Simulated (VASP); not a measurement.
Write the native input for VASP 6.6.1 that does the following.

```
Task                   : single point
Functional             : PBE
Potentials or basis    : VASP PAW PBE potentials, release 64 (Hf_pv)
Cutoff                 : 520 eV
k mesh                 : 16 × 16 × 16
Occupations            : gaussian, width 0.1 eV
Spin                   : no spin polarisation
Dipole correction      : no
Further INCAR settings : ALGO = Fast; EDIFF = 1e-06; NBANDS = 11
```

The structure of Hf lies in POSCAR:

```
Hf
1.0
   -1.7898614095      1.7898614095      1.7898614095
    1.7898614095     -1.7898614095      1.7898614095
    1.7898614095      1.7898614095     -1.7898614095
Hf
1
Direct
    0.0000000000      0.0000000000      0.0000000000
```

This cell differs from its parent crystal: volume scaled by 1.03.

These files were run (other wordings do the same):

INCAR

```
PREC     = Accurate       # precision mode
ENCUT    = 520            # plane-wave cutoff, eV
EDIFF    = 1E-6           # SCF threshold, eV
ISMEAR   = 0              # smearing method
SIGMA    = 0.1            # smearing width, eV
LREAL    = False          # projectors in reciprocal space
LASPH    = True           # aspherical terms in the spheres
NELM     = 100            # most SCF steps
ALGO     = Fast           # electronic algorithm
ISIF     = 2              # what is computed and relaxed
LWAVE    = False          # write WAVECAR
LCHARG   = False          # write CHGCAR
GGA      = PE             # functional
NBANDS   = 11             # bands
```

KPOINTS

```
regular mesh
0
Gamma
  16 16 16
```

Potentials or basis: VASP PAW PBE potentials, release 64 (Hf_pv).

The run is started by

```console
$ cat potpaw_PBE.64/Hf_pv/POTCAR > POTCAR
$ mpirun -np 1 vasp_std > vasp.out
```

It gave:

- Pressure: -3.2 GPa
- Band gap on the k mesh: zero (band 5 reaches 5.92 eV, above the bottom of band 6 at 3.69 eV)

Caveat: spin-orbit coupling is left out, which moves the levels of the heavy elements.

It took 17 s on 1 thread of Intel(R) Xeon(R) Platinum 8488C (Sapphire Rapids), on a shared host, peak memory 0.16 GiB.
